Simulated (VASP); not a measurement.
Here is a VASP 6.6.1 calculation.

File INCAR:

```
SYSTEM = SiC
PREC = Accurate
ENCUT = 520
EDIFF = 1E-6
ISMEAR = -1
SIGMA = 0.05
LREAL = .FALSE.
LASPH = .TRUE.
NELM = 60
ALGO = Normal
ISIF = 2
LWAVE = .FALSE.
LCHARG = .FALSE.
GGA = RE
IVDW = 12
NBANDS = 16
```

KPOINTS

```
regular mesh
0
G
  10 10 5
  0 0 0
```

The input POSCAR:

```
SiC
1.0
    3.0760000000      0.0000000000      0.0000000000
   -1.5380000000      2.6638941420      0.0000000000
    0.0000000000      0.0000000000      5.0480000000
Si C
2 2
Direct
    0.6666666667      0.3333333333      0.5000000000
    0.3333333333      0.6666666667      0.0000000000
    0.6666666667      0.3333333333      0.8850000000
    0.3333333333      0.6666666667      0.3850000000
```

Potentials or basis: VASP PAW PBE potentials, release 64 (Si, C).

The run is started by

```console
$ cat potpaw_PBE.64/Si/POTCAR potpaw_PBE.64/C/POTCAR > POTCAR
$ mpirun -np 1 vasp_std > vasp.out
```

Task: Estimate the dispersion energy per atom.

Result: -0.598 eV.

Task: Estimate the pressure.

Result: -3.7 GPa.

Task: Estimate the band gap on the k mesh.

Result: 2.50 eV, indirect (least direct gap 4.10 eV).

Task: Estimate the largest force.

Result: 0.761 eV/Å.

Stress tensor (GPa, compression positive):
```
-2.05  0.00  0.00
 0.00 -2.05  0.00
 0.00  0.00 -6.93
```

Caveat: the PAW data sets were made with another functional, which shifts forces and pressure a little. A k mesh can miss the band edges.
